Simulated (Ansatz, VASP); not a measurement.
# One calculation of TiPt3, two programs

```
CELL_PARAMETERS angstrom
3.89700 0.00000 0.00000
0.00000 3.89700 0.00000
0.00000 0.00000 3.89700
ATOMIC_POSITIONS crystal
Pt 0.50000 0.50000 0.00000
Pt 0.50000 0.00000 0.50000
Pt 0.00000 0.50000 0.50000
Ti 0.00000 0.00000 0.00000
```

Alike in both runs: functional PBEsol; k mesh 5 × 5 × 5; occupations fermi-dirac, width 0.05 eV; non-collinear spin, spin-orbit coupling.

|  | VASP | Ansatz |
| --- | --- | --- |
| version | VASP 6.6.1 | Ansatz 0.2.0 |
| potentials or method | VASP PAW PBE potentials, release 64 (Pt, Ti_sv), cutoff 520 eV | all-electron LAPW, relativistic spinors |
| task | single point | band structure |

VASP gave:

| Quantity | Value |
| --- | --- |
| pressure (GPa) | 0.1 |
| net moment per atom (μB) | 0.00 |

Estimate Ansatz's values.

pressure (GPa): 0.0; net moment per atom (μB): 0.00.

VASP's potentials were made for PBE, not for PBEsol. Ansatz ran all-electron here, and VASP with PAW potentials.

Noted on Ansatz's run: the k mesh is thin for a metal, which can move the energy by tens of meV per atom.
